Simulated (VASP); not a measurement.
# LiH (P1) in VASP: relaxation of cell and atoms with PBEsol

Aim: the relaxation of cell and atoms of LiH with PBEsol.

Everything below comes from runs of VASP 6.6.1. Logs are shortened: lines on timing, memory, paths and dates and some standing lists are left out, and cuts for length are marked.

## 1. The cell of the first run

The typed cell holds 8 atoms: a = 5.491 Å, b = 2.752 Å, c = 4.917 Å, α = 91.23°, β = 91.00°, γ = 119.39°.

## 2. Relaxation of cell and atoms, PBEsol

INCAR

```
PREC = Accurate
ENCUT = 600
EDIFF = 1E-6
ISMEAR = -1
SIGMA = 0.05
LREAL = False
LASPH = True
NELM = 60
ALGO = Normal
ISIF = 3
LWAVE = False
LCHARG = False
GGA = PS
IBRION = 2
NSW = 100
EDIFFG = -0.01
```

KPOINTS

```
Automatic mesh
0
Gamma
  8 8 4
```

POSCAR

```
LiH
1.0
    5.4909115349      0.0249553273     -0.0482418274
   -1.3619219101      2.3911642005     -0.0296334904
   -0.0424616461     -0.0847511211      4.9163773528
Li H
4 4
Direct
    0.0005853037     -0.0442046334     -0.0074291754
    0.0192014078      0.0857154590      0.5034888754
    0.5183919016      0.0146109112      0.0006793151
    0.5060332025      0.0033639560      0.4721590628
    0.1466176305      0.6721384459      0.2390127163
    0.3397860067      0.3352082121      0.7488486420
    0.6752311823      0.6820193413      0.2595940689
    0.8526013755      0.3753441972      0.7413243402
```

Potentials or basis: VASP PAW PBE potentials, release 64 (Li_sv, H).

Run with:

```console
$ cat potpaw_PBE.64/Li_sv/POTCAR potpaw_PBE.64/H/POTCAR > POTCAR
$ mpirun -np 1 vasp_std > vasp.out
```

OUTCAR:

```text
PREC = Accurate
   ENCUT = 600
   EDIFF = 1E-6
   ISMEAR = -1
   LREAL = False
   LASPH = True
   NELM = 60
   ISIF = 3
   GGA = PS
   IBRION = 2
   NSW = 100
   EDIFFG = -0.01

 ion  position               nearest neighbor table
   1  0.001  0.956  0.993-   2 2.44   2 2.52
   2  0.019  0.086  0.503-   1 2.44   1 2.52
   3  0.518  0.015  0.001-   4 2.32   4 2.60
   4  0.506  0.003  0.472-   3 2.32   3 2.60
   5  0.147  0.672  0.239-
   6  0.340  0.335  0.749-
   7  0.675  0.682  0.260-
   8  0.853  0.375  0.741-

  LATTYP: Found a triclinic cell.
 ALAT       =     4.9172911261
 B/A-ratio  =     1.3724598105
 C/A-ratio  =     0.5596529904
 COS(alpha) =     0.0072273006
 COS(beta)  =     0.0214682245
 COS(gamma) =     0.7056282770

  Lattice vectors:

 A1 = (   0.0424616461,   0.0847511211,  -4.9163773528)
 A2 = (  -4.0865279787,  -2.3313684067,  -4.8385020350)
 A3 = (  -1.3619219101,   2.3911642005,  -0.0296334904)

Analysis of symmetry for initial positions (statically):
=====================================================================
 Subroutine PRICEL returns:
 Original cell was already a primitive cell.

 Routine SETGRP: Setting up the symmetry group for a
 triclinic supercell.

 Subroutine GETGRP returns: Found  1 space group operations
 (whereof  1 operations were pure point group operations)
 out of a pool of  2 trial point group operations.

The static configuration has the point symmetry C_1 .

Analysis of symmetry for dynamics (positions and initial velocities):
=====================================================================
 Subroutine PRICEL returns:
 Original cell was already a primitive cell.

 Routine SETGRP: Setting up the symmetry group for a
 triclinic supercell.

 Subroutine GETGRP returns: Found  1 space group operations
 (whereof  1 operations were pure point group operations)
 out of a pool of  2 trial point group operations.

The dynamic configuration has the point symmetry C_1 .

 Subroutine INISYM returns: Found  1 space group operations
 (whereof  1 operations are pure point group operations),
 and found     1 'primitive' translations

----------------------------------------------------------------------------------------

                                     Primitive cell

  volume of cell :      64.6933

  direct lattice vectors                    reciprocal lattice vectors
     5.490911535  0.024955327 -0.048241827     0.181678111  0.103518939  0.003353627
    -1.361921910  2.391164201 -0.029633490    -0.001833285  0.417251097  0.007176962
    -0.042461646 -0.084751121  4.916377353     0.001771662  0.003530760  0.203477966

  length of vectors
     5.491180158  2.751976684  4.917291126     0.209127601  0.417316844  0.203516308

  position of ions in fractional coordinates (direct lattice)
     0.000585304  0.955795367  0.992570825
     0.019201408  0.085715459  0.503488875
     0.518391902  0.014610911  0.000679315
     0.506033202  0.003363956  0.472159063
     0.146617631  0.672138446  0.239012716
     0.339786007  0.335208212  0.748848642
     0.675231182  0.682019341  0.259594069
     0.852601376  0.375344197  0.741324340

  ion indices of the primitive-cell ions
   primitive index   ion index
                 1           1
                 2           2
                 3           3
                 4           4
                 5           5
                 6           6
                 7           7
                 8           8

----------------------------------------------------------------------------------------

 KPOINTS: Automatic mesh

Automatic generation of k-mesh.
 Grid dimensions read from file:
 generate k-points for:    8    8    4

 Generating k-lattice:

  Cartesian coordinates                     Fractional coordinates (reciprocal lattice)
     0.022709764  0.012939867  0.000419203     0.125000000 -0.000000000  0.000000000
    -0.000229161  0.052156387  0.000897120    -0.000000000  0.125000000  0.000000000
     0.000442915  0.000882690  0.050869491    -0.000000000  0.000000000  0.250000000

  Length of vectors
     0.026140950  0.052164605  0.050879077

  Shift w.r.t. Gamma in fractional coordinates (k-lattice)
     0.000000000  0.000000000  0.000000000

 Subroutine IBZKPT returns following result:
 ===========================================

 Found    132 irreducible k-points:

 Following reciprocal coordinates:
            Coordinates               Weight
  0.000000  0.000000  0.000000      1.000000
  0.125000  0.000000  0.000000      2.000000
  0.250000  0.000000  0.000000      2.000000
  0.375000  0.000000  0.000000      2.000000
  0.500000  0.000000  0.000000      1.000000
  0.000000  0.125000  0.000000      2.000000
[... 16 lines left out ...]
  0.125000  0.375000 -0.000000      2.000000
  0.250000  0.375000  0.000000      2.000000
 [... further k-points ...]
   k-points           NKPTS =    132   k-points in BZ     NKDIM =    132   number of bands    NBANDS=     13
   number of dos      NEDOS =    301   number of ions     NIONS =      8
   total plane-waves  NPLWV =  46080
   dimension x,y,z NGX =    48 NGY =   24 NGZ =   40
   dimension x,y,z NGXF=    96 NGYF=   48 NGZF=   80
   ions per type =               4   4
   NGX,Y,Z   is equivalent  to a cutoff of  14.53, 14.50, 13.52 a.u.
   NGXF,Y,Z  is equivalent  to a cutoff of  29.06, 29.00, 27.05 a.u.
 SYSTEM =  unknown system
   PREC   = accura    normal or accurate (medium, high low for compatibility)
   ISTART =      0    job   : 0-new  1-cont  2-samecut
   ICHARG =      2    charge: 1-file 2-atom 10-const
   ISPIN  =      1    spin polarized calculation?
   LNONCOLLINEAR =      F non collinear calculations
   LSORBIT =      F    spin-orbit coupling
   LASPH  =      T    aspherical Exc in radial PAW
   ENCUT  =  600.0 eV  44.10 Ry    6.64 a.u.  10.97  5.50  9.82*2*pi/ulx,y,z
   NELM   =     60;   NELMIN=  2; NELMDL= -5     # of ELM steps
   EDIFF  = 0.1E-05   stopping-criterion for ELM
   LREAL  =      F    real-space projection
   EDIFFG = -.1E-01   stopping-criterion for IOM
   NSW    =    100    number of steps for IOM
   IBRION =      2    ionic relax: 0-MD 1-quasi-New 2-CG
   NFREE  =      1    steps in history (QN), initial steepest desc. (CG)
   ISIF   =      3    stress and relaxation
   ISYM   =      2    0-nonsym 1-usesym 2-fastsym
   POTIM  = 0.5000    time-step for ionic-motion
   TEBEG  =    0.0;   TEEND  =   0.0 temperature during run
   PSTRESS=    0.0 pullay stress
   NELECT =      16.0000    total number of electrons
   NUPDOWN=      -1.0000    fix difference up-down
   EMIN   =  10.00;   EMAX   =-10.00  energy-range for DOS
   EFERMI =   0.00;   METHOD = LEGACY
   ISMEAR =    -1;   SIGMA  =   0.05  broadening in eV -4-tet -1-fermi 0-gaus
   EFERMI_NEDOS =   21; number of points for ismear=-14 and -15
   IALGO  =     38    algorithm
   IMIX   =      4    mixing-type and parameters
     AMIX     =   0.40;   BMIX     =  1.00
     AMIX_MAG =   1.60;   BMIX_MAG =  1.00
  volume/ion in A,a.u.               =       8.09        54.57
  Fermi-wavevector in a.u.,A,eV,Ry     =   1.027610  1.941902 14.367518  1.055983
  Thomas-Fermi vector in A             =   2.161564
   LORBIT       =      0    0 simple, 1 ext, 2 COOP (PROOUT), +10 PAW based schemes
   GGA     = PS    functional components
   LHFCALC =     F    Hartree Fock is set to
   AEXX    =    0.0000 exact exchange contribution
   IVDW    =     0    specifies the selected vdW correction
   LEPSILON=     F    determine dielectric tensor
   LRPA    =     F    only Hartree local field effects (RPA)
 conjugate gradient relaxation of ions
 non-spin polarized calculation
  energy-cutoff  :      600.00
  volume of cell :       64.69
 maximum number of plane-waves:      2178
 NGX is ok and might be reduce to    48
   NGX = 21   NGY = 11   NGZ = 19

--------------------------------------- Ionic step        1  -------------------------------------------

 number of electron      16.0000005 magnetization

 Free energy of the ion-electron system (eV)
  ---------------------------------------------------
  ext. energy  EPLUGINS =         0.00000000
  ---------------------------------------------------
  free energy    TOTEN  =       -23.91142611 eV

  energy without entropy =      -23.91142611  energy(sigma->0) =      -23.91142611

------------------------ aborting loop because EDIFF is reached ----------------------------------------

  FORCE on cell =-STRESS in cart. coord.  units (eV):
  Direction    XX          YY          ZZ          XY          YZ          ZX
  --------------------------------------------------------------------------------------
  -------------------------------------------------------------------------------------
  Total        0.3642743      0.1361537     -0.5148653     -0.2111966      0.2062737      0.0972359
  in kB        9.0215241      3.3719470    -12.7510213     -5.2304402      5.1085204      2.4081187
  external PRESSURE =      -0.1191834 kB  Pullay stress =       0.0000000 kB
[... 107 lines left out ...]
  FREE ENERGIE OF THE ION-ELECTRON SYSTEM (eV)
  ---------------------------------------------------
  free  energy   TOTEN  =       -24.0221140146 eV

  energy  without entropy=      -24.0221140146  energy(sigma->0) =      -24.02211401

[... ionic steps 4 to 18 ...]

--------------------------------------- Ionic step       19  -------------------------------------------

 number of electron      16.0000013 magnetization

------------------------ aborting loop because EDIFF is reached ----------------------------------------
[... 79 lines left out ...]
--------------------------------------- Ionic step       21  -------------------------------------------

 number of electron      16.0000015 magnetization

 Free energy of the ion-electron system (eV)
  ---------------------------------------------------
  ext. energy  EPLUGINS =         0.00000000
  ---------------------------------------------------
  free energy    TOTEN  =       -24.05514811 eV

  energy without entropy =      -24.05514811  energy(sigma->0) =      -24.05514811

 E-fermi :   1.2354     XC(G=0):  -8.6333

 val. band max:        0.0998858248   @ k =   0.0000   0.5000   0.0000
 cond. band min:       4.2719656378   @ k =   0.0000   0.0000   0.5000
 fundamental gap:      4.1720798130
 Fermi energy:         1.2354343864

 k-point     1 :       0.0000    0.0000    0.0000
  band No.  band energies     occupation
      1     -43.6698      2.00000
      2     -43.6232      2.00000
      3     -43.5944      2.00000
      4     -43.5556      2.00000
      5      -5.3553      2.00000
      6      -3.0699      2.00000
      7      -2.4424      2.00000
      8       0.0938      2.00000
      9       4.4677      0.00000
     10       4.8710      0.00000
     11       5.8419      0.00000
     12       5.9298      0.00000
     13      11.6757      0.00000
[... 354 lines left out ...]
  band No.  band energies     occupation
      1     -43.6302      2.00000
      2     -43.6234      2.00000
      3     -43.5614      2.00000
      4     -43.5557      2.00000
      5      -3.1927      2.00000
      6      -2.4399      2.00000
      7      -0.4494      2.00000
      8      -0.0150      2.00000
      9       5.0133      0.00000
     10       5.3899      0.00000
     11       5.5761      0.00000
     12       6.0963      0.00000
     13       6.7980      0.00000

 [... further k-points ...]

------------------------ aborting loop because EDIFF is reached ----------------------------------------

  FORCE on cell =-STRESS in cart. coord.  units (eV):
  Direction    XX          YY          ZZ          XY          YZ          ZX
  --------------------------------------------------------------------------------------
  -------------------------------------------------------------------------------------
  Total        0.0087501      0.0049681     -0.0136169      0.0005650      0.0002000      0.0004147
  in kB        0.2194733      0.1246111     -0.3415452      0.0141719      0.0050169      0.0104013
  external PRESSURE =       0.0008464 kB  Pullay stress =       0.0000000 kB
[... 23 lines left out ...]
  FREE ENERGIE OF THE ION-ELECTRON SYSTEM (eV)
  ---------------------------------------------------
  free  energy   TOTEN  =       -24.0551481107 eV

  energy  without entropy=      -24.0551481107  energy(sigma->0) =      -24.05514811

 reached required accuracy - stopping structural energy minimisation
```

Wall time 29 min (1 thread of Oxide Virtual Turin-like, shared host); peak memory 0.24 GiB.

What came out:

- Free energy: -24.0551 eV
- Relaxed volume: 7.98 Å³/atom
- Relaxed cell: a = 5.511 Å, b = 2.756 Å, c = 4.856 Å, α = 90.00°, β = 90.00°, γ = 120.00°
- Space group after relaxing (to 0.1 Å): P6_3/mmc (No. 194)
- Energy gained by relaxing: 18.0 meV/atom
- Ionic steps: 21
- Pressure after relaxing: 0.0 GPa
- Largest force after relaxing: 0.005 eV/Å
- Band gap on the k mesh: 4.17 eV (least direct gap 4.37 eV)

Forces on the atoms (eV/Å):
```
Li  -0.003  0.000  0.004
Li  -0.002  0.000  0.001
Li  -0.001  0.004 -0.001
Li   0.002 -0.003 -0.002
H    0.002  0.002  0.001
H   -0.003 -0.003 -0.003
H    0.005  0.001  0.000
H   -0.002 -0.001 -0.001
```

Step by step:
```csv
step,energy change (eV),largest force (eV/Å),pressure (GPa),volume (Å³)
1,0.0000,0.5864,-0.01,64.69
2,-0.0483,0.4105,-0.12,64.69
3,-0.1107,0.2448,-0.26,64.66
4,-0.1245,0.1569,-0.20,64.46
5,-0.1339,0.1481,-0.06,64.10
6,-0.1380,0.0898,-0.02,63.98
7,-0.1399,0.0720,0.05,63.84
8,-0.1399,0.0770,0.06,63.82
9,-0.1415,0.0461,0.04,63.84
10,-0.1421,0.0289,0.03,63.87
11,-0.1421,0.0286,0.02,63.87
12,-0.1425,0.0200,-0.01,63.91
13,-0.1427,0.0231,-0.03,63.96
14,-0.1427,0.0257,-0.04,63.97
15,-0.1431,0.0188,-0.02,63.92
16,-0.1433,0.0198,0.00,63.88
17,-0.1431,0.0352,0.05,63.79
18,-0.1433,0.0219,0.02,63.86
19,-0.1436,0.0115,0.01,63.85
20,-0.1436,0.0127,0.01,63.85
21,-0.1437,0.0052,0.00,63.88
```

Final structure:
```
Li H
1.0
     5.51136   -0.00041    0.00005
    -1.37808    2.38705    0.00017
    -0.00019   -0.00030    4.85556
Li H
4 4
Direct
  0.00751 0.01427 0.99417
  0.00733 0.01651 0.49425
  0.50733 0.01357 0.99511
  0.50729 0.01776 0.49510
  0.17363 0.68171 0.24458
  0.34098 0.34940 0.74500
  0.67351 0.68199 0.24485
  0.84088 0.34898 0.74463
```

Caveat: the cutoff is under 1.25 times the usual one of these potentials, so pressure, stress and relaxed cells hold a basis-set (Pulay) error; the PAW data sets were made with another functional, which shifts forces and pressure a little. A k mesh can miss the band edges.
